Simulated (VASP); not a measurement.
A run of VASP 6.6.1 is set up as follows.

INCAR

```
ALGO = Normal
EDIFF = 1E-6
ENCUT = 500
GGA_COMPAT = F
ISIF = 2
ISMEAR = -1
LASPH = T
LCHARG = F
LREAL = F
LWAVE = F
NBANDS = 13
NELM = 120
PREC = Accurate
SIGMA = 0.1
```

KPOINTS

```
k-points
0
Gamma
  10 10 10
```

File POSCAR:

```
Ge
1.0
    0.0000000000      2.0983610000      2.0983610000
    2.0983610000      0.0000000000      2.0983610000
    2.0983610000      2.0983610000      0.0000000000
Ge
1
Direct
    0.0000000000      0.0000000000      0.0000000000
```

Potentials or basis: VASP PAW LDA potentials, release 64 (Ge_d).

Run with:

```bash
$ cat potpaw_LDA.64/Ge_d/POTCAR > POTCAR
$ mpirun -np 1 vasp_std > vasp.out
```

Q: Predict the band gap on the k mesh.

A: Zero (band 7 reaches 15.81 eV, above the bottom of band 8 at 4.42 eV).

Q: What does it give for the pressure?

A: -1.3 GPa.
